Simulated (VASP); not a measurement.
Here is a VASP 6.6.1 calculation.

File INCAR:

```
ALGO = Normal ; EDIFF = 1E-6
EDIFFG = -0.04 ; ENCUT = 600
GGA = PE ; IBRION = 2
ISIF = 3 ; ISMEAR = 0
LASPH = True ; LCHARG = False
LREAL = False ; LWAVE = False
NELM = 100 ; NSW = 90
PREC = Accurate ; SIGMA = 0.1
```

File KPOINTS:

```
k-points
0
Gamma
  6 6 6
```

The input POSCAR:

```
Ge2Cl
1.0
    0.0000000000      3.1087400463      3.1087400463
    3.1087400463      0.0000000000      3.1087400463
    3.1087400463      3.1087400463      0.0000000000
Ge Cl
2 1
Direct
    0.2500000000      0.2500000000      0.2500000000
    0.7500000000      0.7500000000      0.7500000000
    0.0000000000      0.0000000000      0.0000000000
```

Potentials or basis: VASP PAW PBE potentials, release 64 (Ge_d, Cl).

Command:

```sh
$ cat potpaw_PBE.64/Ge_d/POTCAR potpaw_PBE.64/Cl/POTCAR > POTCAR
$ mpirun -np 1 vasp_std > vasp.out
```

Q: Predict the relaxed cell.

A: a = 4.671 Å, b = 4.671 Å, c = 4.671 Å, α = 60.00°, β = 60.00°, γ = 60.00°.

Q: Estimate the relaxed volume.

A: 24.03 Å³/atom.

Q: Estimate the space group after relaxing (to 0.1 Å).

A: Fm-3m (No. 225).

Q: What does it give for the band gap on the k mesh?

A: Zero (an odd number of electrons rules out a gap without spin polarisation).

Final structure:
```cif
data_structure
_symmetry_space_group_name_H-M 'P 1'
_symmetry_Int_Tables_number 1
_cell_length_a 4.6713
_cell_length_b 4.6713
_cell_length_c 4.6713
_cell_angle_alpha 60.000
_cell_angle_beta 60.000
_cell_angle_gamma 60.000
_cell_volume 72.08
loop_
_atom_site_label
_atom_site_type_symbol
_atom_site_fract_x
_atom_site_fract_y
_atom_site_fract_z
_atom_site_occupancy
Ge1 Ge 0.25000 0.25000 0.25000 1
Ge2 Ge 0.75000 0.75000 0.75000 1
Cl1 Cl 0.00000 0.00000 0.00000 1
```

Caveat: the volume moved by over 15 % at a fixed basis, so the end points are rough; an odd number of electrons without spin polarisation forces a metal; a magnetic or distorted state may lie lower.
